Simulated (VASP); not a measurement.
# In3GaSb2N2 (P6/mmm) in VASP: relaxation of cell and atoms with PBE

Aim: the relaxation of cell and atoms of In3GaSb2N2 with PBE.

Program: VASP 6.6.1. These are calculated values, not measurements. Logs are shortened: lines on timing, memory, paths and dates and some standing lists are left out, and cuts for length are marked.

## Step 1: The cell of the first run

It takes space group P6/mmm (No. 191, hexagonal). Conventional cell: a = 6.659 Å, b = 6.659 Å, c = 4.964 Å, α = 90.00°, β = 90.00°, γ = 120.00°. Within 2.5 Å of In (site symmetry mmm) lie 2 Sb at 1.92 Å. Within 5.0 Å of Ga (site symmetry 6/mmm) lie 6 N at 3.84 Å and 12 In at 4.15 Å and 12 Sb at 4.58 Å and 2 Ga at 4.96 Å. Within 2.5 Å of Sb (site symmetry -6m2) lie 3 In at 1.92 Å and 2 N at 2.48 Å. Within 3.3 Å of N (site symmetry -6m2) lie 2 Sb at 2.48 Å and 6 In at 3.14 Å.

The cell was generated, and may not be a known phase.

## Step 2: Relaxation of cell and atoms, PBE

INCAR

```
  PREC = Accurate
  ENCUT = 600
  EDIFF = 1E-7
  ISMEAR = 0
  SIGMA = 0.15
  LREAL = False
  LASPH = True
  NELM = 80
  ALGO = Normal
  ISIF = 3
  LWAVE = False
  LCHARG = False
  GGA = PE
  IBRION = 2
  NSW = 36
  EDIFFG = -0.08
```

KPOINTS

```
Automatic mesh
0
Gamma
  2 2 3
```

POSCAR

```
In3GaSb2N2
1.0
    6.6594677000      0.0000000000      0.0000000000
   -3.3297338500      5.7672682100      0.0000000000
    0.0000000000      0.0000000000      4.9642363900
In Ga Sb N
3 1 2 2
Direct
    0.5000000000      0.0000000000      0.5000000000
    0.0000000000      0.5000000000      0.5000000000
    0.5000000000      0.5000000000      0.5000000000
    0.0000000000      0.0000000000      0.0000000000
    0.3333333300      0.6666666700      0.5000000000
    0.6666666700      0.3333333300      0.5000000000
    0.3333333300      0.6666666700      0.0000000000
    0.6666666700      0.3333333300      0.0000000000
```

Potentials or basis: VASP PAW PBE potentials, release 64 (In_d, Ga_d, Sb, N).

The run is started by

```
> cat potpaw_PBE.64/In_d/POTCAR potpaw_PBE.64/Ga_d/POTCAR potpaw_PBE.64/Sb/POTCAR potpaw_PBE.64/N/POTCAR > POTCAR
> mpirun -np 1 vasp_std > vasp.out
```

OUTCAR:

```text
PREC = Accurate
   ENCUT = 600
   EDIFF = 1E-7
   ISMEAR = 0
   LREAL = False
   LASPH = True
   NELM = 80
   ISIF = 3
   GGA = PE
   IBRION = 2
   NSW = 36
   EDIFFG = -0.08

 ion  position               nearest neighbor table
   1  0.500  0.000  0.500-   5 1.92   6 1.92   2 3.33   3 3.33   3 3.33   2 3.33
   2  0.000  0.500  0.500-   5 1.92   6 1.92   3 3.33   3 3.33   1 3.33   1 3.33
   3  0.500  0.500  0.500-   5 1.92   6 1.92   2 3.33   2 3.33   1 3.33   1 3.33
   4  0.000  0.000  0.000-
   5  0.333  0.667  0.500-   2 1.92   1 1.92   3 1.92   7 2.48   7 2.48
   6  0.667  0.333  0.500-   2 1.92   1 1.92   3 1.92   8 2.48   8 2.48
   7  0.333  0.667  0.000-   5 2.48   5 2.48
   8  0.667  0.333  0.000-   6 2.48   6 2.48

 -----------------------------------------------------------------------------
|                                                                             |
|           W    W    AA    RRRRR   N    N  II  N    N   GGGG   !!!           |
|           W    W   A  A   R    R  NN   N  II  NN   N  G    G  !!!           |
|           W    W  A    A  R    R  N N  N  II  N N  N  G       !!!           |
|           W WW W  AAAAAA  RRRRR   N  N N  II  N  N N  G  GGG   !            |
|           WW  WW  A    A  R   R   N   NN  II  N   NN  G    G                |
|           W    W  A    A  R    R  N    N  II  N    N   GGGG   !!!           |
|                                                                             |
|     The distance between some ions is very small. Please check the          |
|     nearest-neighbor list in the OUTCAR file.                               |
|     I HOPE YOU KNOW WHAT YOU ARE DOING!                                     |
|                                                                             |
 -----------------------------------------------------------------------------

  LATTYP: Found a hexagonal cell.
 ALAT       =     6.6594677000
 C/A-ratio  =     0.7454404186

  Lattice vectors:

 A1 = (   6.6594677000,   0.0000000000,   0.0000000000)
 A2 = (  -3.3297338500,   5.7672682100,   0.0000000000)
 A3 = (   0.0000000000,   0.0000000000,   4.9642363900)

Analysis of symmetry for initial positions (statically):
=====================================================================
 Subroutine PRICEL returns:
 Original cell was already a primitive cell.

 Routine SETGRP: Setting up the symmetry group for a
 hexagonal supercell.

 Subroutine GETGRP returns: Found 24 space group operations
 (whereof 24 operations were pure point group operations)
 out of a pool of 24 trial point group operations.

The static configuration has the point symmetry D_6h.

Analysis of symmetry for dynamics (positions and initial velocities):
=====================================================================
 Subroutine PRICEL returns:
 Original cell was already a primitive cell.

 Routine SETGRP: Setting up the symmetry group for a
 hexagonal supercell.
[... 91 lines left out ...]
   LNONCOLLINEAR =      F non collinear calculations
   LSORBIT =      F    spin-orbit coupling
   LASPH  =      T    aspherical Exc in radial PAW
   ENCUT  =  600.0 eV  44.10 Ry    6.64 a.u.  13.30 13.30  9.91*2*pi/ulx,y,z
   NELM   =     80;   NELMIN=  2; NELMDL= -5     # of ELM steps
   EDIFF  = 0.1E-06   stopping-criterion for ELM
   LREAL  =      F    real-space projection
   EDIFFG = -.8E-01   stopping-criterion for IOM
   NSW    =     36    number of steps for IOM
   IBRION =      2    ionic relax: 0-MD 1-quasi-New 2-CG
   NFREE  =      1    steps in history (QN), initial steepest desc. (CG)
   ISIF   =      3    stress and relaxation
   ISYM   =      2    0-nonsym 1-usesym 2-fastsym
   POTIM  = 0.5000    time-step for ionic-motion
   TEBEG  =    0.0;   TEEND  =   0.0 temperature during run
   PSTRESS=    0.0 pullay stress
   NELECT =      72.0000    total number of electrons
   NUPDOWN=      -1.0000    fix difference up-down
   EMIN   =  10.00;   EMAX   =-10.00  energy-range for DOS
   EFERMI =   0.00;   METHOD = LEGACY
   ISMEAR =     0;   SIGMA  =   0.15  broadening in eV -4-tet -1-fermi 0-gaus
   EFERMI_NEDOS =   21; number of points for ismear=-14 and -15
   IALGO  =     38    algorithm
   IMIX   =      4    mixing-type and parameters
     AMIX     =   0.40;   BMIX     =  1.00
     AMIX_MAG =   1.60;   BMIX_MAG =  1.00
  volume/ion in A,a.u.               =      23.83       160.83
  Fermi-wavevector in a.u.,A,eV,Ry     =   1.183309  2.236130 19.051163  1.400221
  Thomas-Fermi vector in A             =   2.319546
   LORBIT       =      0    0 simple, 1 ext, 2 COOP (PROOUT), +10 PAW based schemes
   GGA     = PE    functional components
   LHFCALC =     F    Hartree Fock is set to
   AEXX    =    0.0000 exact exchange contribution
   IVDW    =     0    specifies the selected vdW correction
   LEPSILON=     F    determine dielectric tensor
   LRPA    =     F    only Hartree local field effects (RPA)
 conjugate gradient relaxation of ions
 non-spin polarized calculation
 Gauss-broadening in eV      SIGMA  =   0.15
  energy-cutoff  :      600.00
  volume of cell :      190.66
 maximum number of plane-waves:      6366
 NGX is ok and might be reduce to    54
   NGX = 27   NGY = 27   NGZ = 19

--------------------------------------- Ionic step        1  -------------------------------------------

 number of electron      72.0000025 magnetization

 Free energy of the ion-electron system (eV)
  ---------------------------------------------------
  ext. energy  EPLUGINS =         0.00000000
  ---------------------------------------------------
  free energy    TOTEN  =        19.55566410 eV

  energy without entropy =       19.64175282  energy(sigma->0) =       19.59870846

 E-fermi :   6.0639     XC(G=0):  -9.2492

 val. band max:        5.9013894709   @ k =   0.5000   0.0000   0.0000
 cond. band min:       6.0878784148   @ k =   0.5000   0.0000   0.0000
 fundamental gap:      0.1864889440
 Fermi energy:         6.0638577902
[... 492 lines left out ...]
  FREE ENERGIE OF THE ION-ELECTRON SYSTEM (eV)
  ---------------------------------------------------
  free  energy   TOTEN  =       -22.8860178887 eV

  energy  without entropy=      -22.7972184749  energy(sigma->0) =      -22.84161818

[... ionic steps 4 to 7 ...]

--------------------------------------- Ionic step        8  -------------------------------------------

 number of electron      71.9999993 magnetization

------------------------ aborting loop because EDIFF is reached ----------------------------------------
[... 79 lines left out ...]
--------------------------------------- Ionic step       10  -------------------------------------------

 number of electron      72.0000069 magnetization

 Free energy of the ion-electron system (eV)
  ---------------------------------------------------
  ext. energy  EPLUGINS =         0.00000000
  ---------------------------------------------------
  free energy    TOTEN  =       -24.59737000 eV

  energy without entropy =      -24.51570385  energy(sigma->0) =      -24.55653693

 E-fermi :   2.2769     XC(G=0):  -7.0656

 val. band max:        2.2766350961   @ k =   0.5000   0.0000   0.3333
 cond. band min:       2.2973264859   @ k =   0.5000   0.0000   0.0000
 fundamental gap:      0.0206913899
 Fermi energy:         2.2769020049
[... 217 lines left out ...]
  FREE ENERGIE OF THE ION-ELECTRON SYSTEM (eV)
  ---------------------------------------------------
  free  energy   TOTEN  =       -24.5973700031 eV

  energy  without entropy=      -24.5157038543  energy(sigma->0) =      -24.55653693

 reached required accuracy - stopping structural energy minimisation
```

Wall time 10 min (1 thread of Intel Xeon Platinum 8488C (Sapphire Rapids), shared host); peak memory 0.38 GiB.

What came out:

```
Free energy                           : -24.5974 eV
Relaxed volume                        : 40.76 Å³/atom
Relaxed cell                          : a = 9.581 Å, b = 9.581 Å, c = 4.102 Å, α = 90.00°, β = 90.00°, γ = 120.00°
Space group after relaxing (to 0.1 Å) : P6/mmm (No. 191)
Energy gained by relaxing             : 5519.1 meV/atom
Ionic steps                           : 10
Pressure after relaxing               : 0.0 GPa
Band gap on the k mesh                : zero (bands 36 and 37 overlap by 0.03 eV)
```

Stress tensor (GPa, compression positive):
```
-0.14  0.00  0.00
 0.00 -0.14  0.00
 0.00  0.00  0.23
```

Step by step:
| step | energy change (eV) | largest force (eV/Å) | pressure (GPa) | volume (Å³) |
| --- | --- | --- | --- | --- |
| 1 | 0.0000 | 0.0000 | 90.89 | 190.66 |
| 2 | -21.1573 | 0.0000 | -17.68 | 708.15 |
| 3 | -42.4417 | 0.0000 | -3.65 | 415.70 |
| 4 | -42.5160 | 0.0000 | -3.44 | 408.39 |
| 5 | -42.5994 | 0.0000 | -2.68 | 386.28 |
| 6 | -43.9599 | 0.0000 | -1.71 | 349.41 |
| 7 | -44.1150 | 0.0000 | -0.97 | 337.78 |
| 8 | -44.1257 | 0.0000 | -0.55 | 333.31 |
| 9 | -44.1264 | 0.0000 | -0.66 | 334.37 |
| 10 | -44.1530 | 0.0000 | -0.01 | 326.09 |

Final structure:
```cif
data_structure
_symmetry_space_group_name_H-M 'P 1'
_symmetry_Int_Tables_number 1
_cell_length_a 9.5807
_cell_length_b 9.5807
_cell_length_c 4.1022
_cell_angle_alpha 90.000
_cell_angle_beta 90.000
_cell_angle_gamma 120.000
_cell_volume 326.09
loop_
_atom_site_label
_atom_site_type_symbol
_atom_site_fract_x
_atom_site_fract_y
_atom_site_fract_z
_atom_site_occupancy
In1 In 0.50000 0.00000 0.50000 1
In2 In 0.00000 0.50000 0.50000 1
In3 In 0.50000 0.50000 0.50000 1
Ga1 Ga 0.00000 0.00000 0.00000 1
Sb1 Sb 0.33333 0.66667 0.50000 1
Sb2 Sb 0.66667 0.33333 0.50000 1
N1 N 0.33333 0.66667 0.00000 1
N2 N 0.66667 0.33333 0.00000 1
```

Caveat: the k points lie up to 0.51 Å⁻¹ apart in the final cell; the volume moved by over 15 % at a fixed basis, so the end points are rough; semilocal functionals underestimate gaps, and a narrow one can read as zero; spin-orbit coupling is left out, which moves the levels of the heavy elements.

The gap in the log of VASP goes by the Fermi energy; the results here count the filled bands.